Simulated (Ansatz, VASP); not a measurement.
**One calculation of CrO2, two programs**

```
Cr O
1.0
     2.60991    0.00000    0.00000
    -1.30495    2.26024    0.00000
     0.00000    0.00000    9.95218
Cr O
2 4
Cartesian
  1.3050 0.7534 2.4889
  0.0000 1.5068 7.4633
  0.0000 1.5068 3.6446
  1.3050 0.7534 8.6190
  0.0000 1.5068 1.3332
  1.3050 0.7534 6.3075
```

Alike in both runs: functional PBE; dispersion D3(BJ); k mesh 18 × 18 × 4; occupations gaussian, width 0.01 eV; no spin polarisation.

Ansatz relaxed the structure, and its values are those at the end. VASP's run is a single point on that final structure, the one shown.

|  | VASP | Ansatz |
| --- | --- | --- |
| version | VASP 6.6.1 | Ansatz 0.2.0 |
| potentials or method | VASP PAW PBE potentials, release 64 (Cr_sv, O), cutoff 700 eV | scalar-relativistic, plane waves, PAW |
| valence electrons in the cell | 52 | 52 |

```tsv
	VASP	Ansatz	Ansatz less VASP
gap on the k mesh at the Fermi level (eV)	0.16	0.17	+0.011
least direct gap on the mesh (eV)	1.37	1.38	+0.005
pressure (GPa)	-0.3	0.0	+0.27
rms of the force components (eV/Å)	0.005	0.002	-0.0039
```
